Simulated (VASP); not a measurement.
# Sn3Te (Pm-3m) in VASP: a series of runs

Sn3Te is run at these levels: PBEsol; tasks: single point.

Program: VASP 6.6.1. These are calculated values, not measurements. Logs are shortened: lines on timing, memory, paths and dates and some standing lists are left out, and cuts for length are marked.

## (1) The cell of the first run

The structure is cubic, space group Pm-3m (No. 221). The conventional cell has a = 4.860 Å, b = 4.860 Å, c = 4.860 Å, α = 90.00°, β = 90.00°, γ = 90.00°. Within 4.5 Å of Sn (site symmetry 4/mmm) lie 8 Sn at 3.44 Å and 4 Te at 3.44 Å. Within 4.5 Å of Te (site symmetry m-3m) lie 12 Sn at 3.44 Å.

## (2) Single point, PBEsol (strained)

INCAR reads:

```
PREC     = Accurate       # precision mode
ENCUT    = 520            # plane-wave cutoff, eV
EDIFF    = 1E-7           # SCF threshold, eV
ISMEAR   = 0              # smearing method
SIGMA    = 0.1            # smearing width, eV
LREAL    = False          # projectors in reciprocal space
LASPH    = True           # aspherical terms in the spheres
NELM     = 100            # most SCF steps
ALGO     = Fast           # electronic algorithm
ISIF     = 2              # what is computed and relaxed
LWAVE    = False          # write WAVECAR
LCHARG   = False          # write CHGCAR
GGA      = PS             # functional
NBANDS   = 32             # bands
```

KPOINTS reads:

```
regular mesh
0
Gamma
  10 10 10
```

POSCAR reads:

```
Sn3Te
1.0
    4.8604644407      0.0000000000      0.0000000000
    0.0000000000      4.8604644407      0.0000000000
    0.0000000000      0.0000000000      4.8604644407
Sn Te
3 1
Direct
    0.5000000000      0.5000000000      0.0000000000
    0.5000000000      0.0000000000      0.5000000000
    0.0000000000      0.5000000000      0.5000000000
    0.0000000000      0.0000000000      0.0000000000
```

Potentials or basis: VASP PAW PBE potentials, release 64 (Sn_d, Te).

Run with:

```
$ cat potpaw_PBE.64/Sn_d/POTCAR potpaw_PBE.64/Te/POTCAR > POTCAR
$ mpirun -np 1 vasp_std > vasp.out
```

OUTCAR:

```text
PREC = Accurate
   ENCUT = 520
   EDIFF = 1E-7
   ISMEAR = 0
   LREAL = False
   LASPH = True
   NELM = 100
   ISIF = 2
   GGA = PS

 ion  position               nearest neighbor table
   1  0.500  0.500  0.000-   2 3.44   3 3.44   4 3.44   2 3.44   3 3.44   2 3.44   4 3.44   2 3.44
                             3 3.44   4 3.44   3 3.44   4 3.44
   2  0.500  0.000  0.500-   1 3.44   3 3.44   4 3.44   1 3.44   4 3.44   1 3.44   3 3.44   1 3.44
                             3 3.44   4 3.44   4 3.44   3 3.44
   3  0.000  0.500  0.500-   1 3.44   2 3.44   4 3.44   1 3.44   4 3.44   2 3.44   4 3.44   4 3.44
                             1 3.44   2 3.44   1 3.44   2 3.44
   4  0.000  0.000  0.000-   1 3.44   2 3.44   3 3.44   2 3.44   3 3.44   1 3.44   3 3.44   3 3.44
                             1 3.44   2 3.44   2 3.44   1 3.44

  LATTYP: Found a simple cubic cell.
 ALAT       =     4.8604644407

  Lattice vectors:

 A1 = (   4.8604644407,   0.0000000000,   0.0000000000)
 A2 = (   0.0000000000,   4.8604644407,   0.0000000000)
 A3 = (   0.0000000000,   0.0000000000,   4.8604644407)

Analysis of symmetry for initial positions (statically):
=====================================================================
 Subroutine PRICEL returns:
 Original cell was already a primitive cell.

 Routine SETGRP: Setting up the symmetry group for a
 simple cubic supercell.

 Subroutine GETGRP returns: Found 48 space group operations
 (whereof 48 operations were pure point group operations)
 out of a pool of 48 trial point group operations.

The static configuration has the point symmetry O_h .

Analysis of symmetry for dynamics (positions and initial velocities):
=====================================================================
 Subroutine PRICEL returns:
 Original cell was already a primitive cell.

 Routine SETGRP: Setting up the symmetry group for a
 simple cubic supercell.

 Subroutine GETGRP returns: Found 48 space group operations
 (whereof 48 operations were pure point group operations)
 out of a pool of 48 trial point group operations.

The dynamic configuration has the point symmetry O_h .

 Subroutine INISYM returns: Found 48 space group operations
 (whereof 48 operations are pure point group operations),
 and found     1 'primitive' translations

----------------------------------------------------------------------------------------

                                     Primitive cell

  volume of cell :     114.8242

  direct lattice vectors                    reciprocal lattice vectors
     4.860464441  0.000000000  0.000000000     0.205741655  0.000000000  0.000000000
     0.000000000  4.860464441  0.000000000     0.000000000  0.205741655  0.000000000
     0.000000000  0.000000000  4.860464441     0.000000000  0.000000000  0.205741655

  length of vectors
     4.860464441  4.860464441  4.860464441     0.205741655  0.205741655  0.205741655

  position of ions in fractional coordinates (direct lattice)
     0.500000000  0.500000000  0.000000000
     0.500000000  0.000000000  0.500000000
     0.000000000  0.500000000  0.500000000
     0.000000000  0.000000000  0.000000000

  ion indices of the primitive-cell ions
   primitive index   ion index
                 1           1
                 2           2
                 3           3
                 4           4

----------------------------------------------------------------------------------------

 KPOINTS: regular mesh

Automatic generation of k-mesh.
 Grid dimensions read from file:
 generate k-points for:   10   10   10

 Generating k-lattice:

  Cartesian coordinates                     Fractional coordinates (reciprocal lattice)
     0.020574166  0.000000000  0.000000000     0.100000000  0.000000000  0.000000000
     0.000000000  0.020574166  0.000000000     0.000000000  0.100000000  0.000000000
     0.000000000  0.000000000  0.020574166     0.000000000  0.000000000  0.100000000

  Length of vectors
     0.020574166  0.020574166  0.020574166

  Shift w.r.t. Gamma in fractional coordinates (k-lattice)
     0.000000000  0.000000000  0.000000000

 Subroutine IBZKPT returns following result:
 ===========================================

 Found     56 irreducible k-points:

 Following reciprocal coordinates:
            Coordinates               Weight
  0.000000  0.000000  0.000000      1.000000
  0.100000  0.000000  0.000000      6.000000
  0.200000  0.000000  0.000000      6.000000
  0.300000  0.000000  0.000000      6.000000
  0.400000  0.000000  0.000000      6.000000
  0.500000  0.000000  0.000000      3.000000
[... 16 lines left out ...]
  0.200000  0.100000  0.100000     24.000000
  0.300000  0.100000  0.100000     24.000000
 [... further k-points ...]
   k-points           NKPTS =     56   k-points in BZ     NKDIM =     56   number of bands    NBANDS=     32
   number of dos      NEDOS =    301   number of ions     NIONS =      4
   total plane-waves  NPLWV =  46656
   dimension x,y,z NGX =    36 NGY =   36 NGZ =   36
   dimension x,y,z NGXF=    72 NGYF=   72 NGZF=   72
   ions per type =               3   1
   NGX,Y,Z   is equivalent  to a cutoff of  12.31, 12.31, 12.31 a.u.
   NGXF,Y,Z  is equivalent  to a cutoff of  24.63, 24.63, 24.63 a.u.
 SYSTEM =  unknown system
   PREC   = accura    normal or accurate (medium, high low for compatibility)
   ISTART =      0    job   : 0-new  1-cont  2-samecut
   ICHARG =      2    charge: 1-file 2-atom 10-const
   ISPIN  =      1    spin polarized calculation?
   LNONCOLLINEAR =      F non collinear calculations
   LSORBIT =      F    spin-orbit coupling
   LASPH  =      T    aspherical Exc in radial PAW
   ENCUT  =  520.0 eV  38.22 Ry    6.18 a.u.   9.04  9.04  9.04*2*pi/ulx,y,z
   NELM   =    100;   NELMIN=  2; NELMDL= -5     # of ELM steps
   EDIFF  = 0.1E-06   stopping-criterion for ELM
   LREAL  =      F    real-space projection
   EDIFFG = 0.1E-05   stopping-criterion for IOM
   NSW    =      0    number of steps for IOM
   IBRION =     -1    ionic relax: 0-MD 1-quasi-New 2-CG
   NFREE  =      0    steps in history (QN), initial steepest desc. (CG)
   ISIF   =      2    stress and relaxation
   ISYM   =      2    0-nonsym 1-usesym 2-fastsym
   POTIM  = 0.5000    time-step for ionic-motion
   TEBEG  =    0.0;   TEEND  =   0.0 temperature during run
   PSTRESS=    0.0 pullay stress
   NELECT =      48.0000    total number of electrons
   NUPDOWN=      -1.0000    fix difference up-down
   EMIN   =  10.00;   EMAX   =-10.00  energy-range for DOS
   EFERMI =   0.00;   METHOD = LEGACY
   ISMEAR =     0;   SIGMA  =   0.10  broadening in eV -4-tet -1-fermi 0-gaus
   EFERMI_NEDOS =   21; number of points for ismear=-14 and -15
   IALGO  =     68    algorithm
   IMIX   =      4    mixing-type and parameters
     AMIX     =   0.40;   BMIX     =  1.00
     AMIX_MAG =   1.60;   BMIX_MAG =  1.00
  volume/ion in A,a.u.               =      28.71       193.72
  Fermi-wavevector in a.u.,A,eV,Ry     =   1.224083  2.313181 20.386681  1.498379
  Thomas-Fermi vector in A             =   2.359170
   LORBIT       =      0    0 simple, 1 ext, 2 COOP (PROOUT), +10 PAW based schemes
   GGA     = PS    functional components
   LHFCALC =     F    Hartree Fock is set to
   AEXX    =    0.0000 exact exchange contribution
   IVDW    =     0    specifies the selected vdW correction
   LEPSILON=     F    determine dielectric tensor
   LRPA    =     F    only Hartree local field effects (RPA)
 non-spin polarized calculation
 RMM-DIIS sequential band-by-band and
 Gauss-broadening in eV      SIGMA  =   0.10
  energy-cutoff  :      520.00
  volume of cell :      114.82
 maximum number of plane-waves:      3136
   NGX = 19   NGY = 19   NGZ = 19

 number of electron      48.0000026 magnetization

 Free energy of the ion-electron system (eV)
  ---------------------------------------------------
  ext. energy  EPLUGINS =         0.00000000
  ---------------------------------------------------
  free energy    TOTEN  =       -16.06027833 eV

  energy without entropy =      -16.04586075  energy(sigma->0) =      -16.05306954

 E-fermi :   7.5802     XC(G=0): -10.2157

 val. band max:        7.5697385910   @ k =   0.4000   0.1000   0.0000
 cond. band min:       7.5920932554   @ k =   0.3000   0.3000   0.3000
 fundamental gap:      0.0223546644
 Fermi energy:         7.5802118168

 k-point     1 :       0.0000    0.0000    0.0000
  band No.  band energies     occupation
      1     -14.0260      2.00000
      2     -14.0260      2.00000
      3     -14.0260      2.00000
      4     -14.0057      2.00000
      5     -14.0057      2.00000
      6     -13.9847      2.00000
[... 24 lines left out ...]
     31      12.2844      0.00000
     32      12.7062      0.00000

 k-point     2 :       0.1000    0.0000    0.0000
  band No.  band energies     occupation
      1     -14.0252      2.00000
      2     -14.0220      2.00000
      3     -14.0220      2.00000
      4     -14.0054      2.00000
      5     -14.0033      2.00000
      6     -13.9820      2.00000
[... 24 lines left out ...]
     31      12.7561      0.00000
     32      12.8120      0.00000

 k-point     3 :       0.2000    0.0000    0.0000
  band No.  band energies     occupation
      1     -14.0227      2.00000
      2     -14.0105      2.00000
      3     -14.0105      2.00000
      4     -14.0047      2.00000
      5     -13.9965      2.00000
      6     -13.9742      2.00000
[... 24 lines left out ...]
     31      12.8700      0.00000
     32      12.9016      0.00000

 k-point     4 :       0.3000    0.0000    0.0000
  band No.  band energies     occupation
      1     -14.0194      2.00000
      2     -14.0039      2.00000
      3     -13.9941      2.00000
      4     -13.9941      2.00000
      5     -13.9865      2.00000
      6     -13.9627      2.00000
[... 654 lines left out ...]
     31      12.6259      0.00000
     32      12.6259      0.00000

 k-point    23 :       0.2000    0.1000    0.1000
  band No.  band energies     occupation
      1     -14.0167      2.00000
      2     -14.0105      2.00000
      3     -14.0100      2.00000
      4     -13.9976      2.00000
      5     -13.9910      2.00000
      6     -13.9693      2.00000
[... 24 lines left out ...]
     31      12.9484      0.00000
     32      12.9611      0.00000

 k-point    24 :       0.3000    0.1000    0.1000
  band No.  band energies     occupation
      1     -14.0130      2.00000
      2     -14.0043      2.00000
      3     -13.9988      2.00000
      4     -13.9894      2.00000
      5     -13.9783      2.00000
      6     -13.9653      2.00000
[... 24 lines left out ...]
     31      12.6383      0.00000
     32      13.2189      0.00000

 [... further k-points ...]

------------------------ aborting loop because EDIFF is reached ----------------------------------------

  FORCE on cell =-STRESS in cart. coord.  units (eV):
  Direction    XX          YY          ZZ          XY          YZ          ZX
  --------------------------------------------------------------------------------------
  -------------------------------------------------------------------------------------
  Total       -1.6692060     -1.6692060     -1.6692060     -0.0000000     -0.0000000      0.0000000
  in kB      -23.2909505    -23.2909505    -23.2909505     -0.0000000     -0.0000000      0.0000000
  external PRESSURE =     -23.2909505 kB  Pullay stress =       0.0000000 kB

 VOLUME and BASIS-vectors are now :
 -----------------------------------------------------------------------------
  energy-cutoff  :      520.00
  volume of cell :      114.82
      direct lattice vectors                 reciprocal lattice vectors
     4.860464441  0.000000000  0.000000000     0.205741655  0.000000000  0.000000000
     0.000000000  4.860464441  0.000000000     0.000000000  0.205741655  0.000000000
     0.000000000  0.000000000  4.860464441     0.000000000  0.000000000  0.205741655

 POSITION                                       TOTAL-FORCE (eV/Angst)
 -----------------------------------------------------------------------------------
      2.43023      2.43023      0.00000         0.000000      0.000000      0.000000
      2.43023      0.00000      2.43023         0.000000      0.000000      0.000000
      0.00000      2.43023      2.43023         0.000000      0.000000      0.000000
      0.00000      0.00000      0.00000         0.000000      0.000000      0.000000
 -----------------------------------------------------------------------------------
    total drift:                                0.000000      0.000000      0.000000

  FREE ENERGIE OF THE ION-ELECTRON SYSTEM (eV)
  ---------------------------------------------------
  free  energy   TOTEN  =       -16.0602783299 eV

  energy  without entropy=      -16.0458607498  energy(sigma->0) =      -16.05306954
```

Wall time 3.9 min (1 thread of Intel Xeon Platinum 8259CL at 2.50GHz (Skylake/Cascade Lake), shared host); peak memory 0.32 GiB.

What came out:

| Quantity | Value |
| --- | --- |
| Free energy | -16.0603 eV |
| Pressure | -2.3 GPa |
| Band gap on the k mesh | zero (bands 24 and 25 overlap by 3.33 eV) |

Levels at points of the mesh, in eV from the Fermi level:
| k point | band 22 | band 23 | band 24 | band 25 | band 26 | band 27 |
| --- | --- | --- | --- | --- | --- | --- |
| (0.00, 0.00, 0.00) | -4.28 | 0.34 | 0.34 | 0.34 | 1.85 | 1.85 |
| (0.50, 0.00, 0.00) | -1.81 | -1.81 | -1.58 | -0.44 | 1.80 | 2.03 |
| (0.50, 0.50, 0.00) | -2.00 | -1.99 | -0.78 | -0.18 | -0.18 | 0.03 |
| (0.50, 0.50, 0.50) | -5.27 | -4.41 | 2.79 | 2.79 | 2.79 | 5.30 |

Caveat: the cell differs from its parent crystal (strained); the PAW data sets were made with another functional, which shifts forces and pressure a little; spin-orbit coupling is left out, which moves the levels of the heavy elements.

## (3) Single point, PBEsol (strained)

INCAR reads:

```
PREC = Accurate ; ENCUT = 520
EDIFF = 1E-6 ; ISMEAR = 0
SIGMA = 0.1 ; LREAL = F
LASPH = T ; NELM = 60
ALGO = Fast ; ISIF = 2
LWAVE = F ; LCHARG = F
GGA = PS ; NBANDS = 32
```

KPOINTS is that of step 2.

POSCAR reads:

```
Sn3Te
1.0
    4.8722392459      0.0000000000      0.0000000000
    0.0000000000      4.8722392459      0.0000000000
    0.0000000000      0.0000000000      4.8722392459
Sn Te
3 1
Direct
    0.5000000000      0.5000000000      0.0000000000
    0.5000000000      0.0000000000      0.5000000000
    0.0000000000      0.5000000000      0.5000000000
    0.0000000000      0.0000000000      0.0000000000
```

Potentials or basis: VASP PAW PBE potentials, release 64 (Sn_d, Te).

Run with:

```
$ cat potpaw_PBE.64/Sn_d/POTCAR potpaw_PBE.64/Te/POTCAR > POTCAR
$ mpirun -np 1 vasp_std > vasp.out
```

Run time: 3.6 min. Hardware: 1 thread of Intel Xeon Platinum 8259CL at 2.50GHz (Skylake/Cascade Lake), shared host; peak memory 0.32 GiB.

It converged, with:

```yaml
Free_energy: -16.0476 eV
Pressure: -2.6 GPa
Band_gap_on_the_k_mesh: zero (bands 24 and 25 overlap by 3.31 eV)
```

Levels at points of the mesh, in eV from the Fermi level:
```tsv
k point	band 21	band 22	band 23	band 24	band 25	band 26	band 27	band 28
(0.00, 0.00, 0.00)	-4.25	-4.25	0.34	0.34	0.34	1.84	1.84	1.84
(0.50, 0.00, 0.00)	-3.15	-1.79	-1.79	-1.57	-0.42	1.77	1.99	2.28
(0.50, 0.50, 0.00)	-2.00	-2.00	-1.98	-0.79	-0.17	-0.17	0.04	3.35
(0.50, 0.50, 0.50)	-5.23	-5.23	-4.37	2.76	2.76	2.76	5.26	5.26
```

Caveat: the cell differs from its parent crystal (strained); the PAW data sets were made with another functional, which shifts forces and pressure a little; spin-orbit coupling is left out, which moves the levels of the heavy elements.

(Continued in part 2 of 2.)

The gap in the log of VASP goes by the Fermi energy; the results here count the filled bands.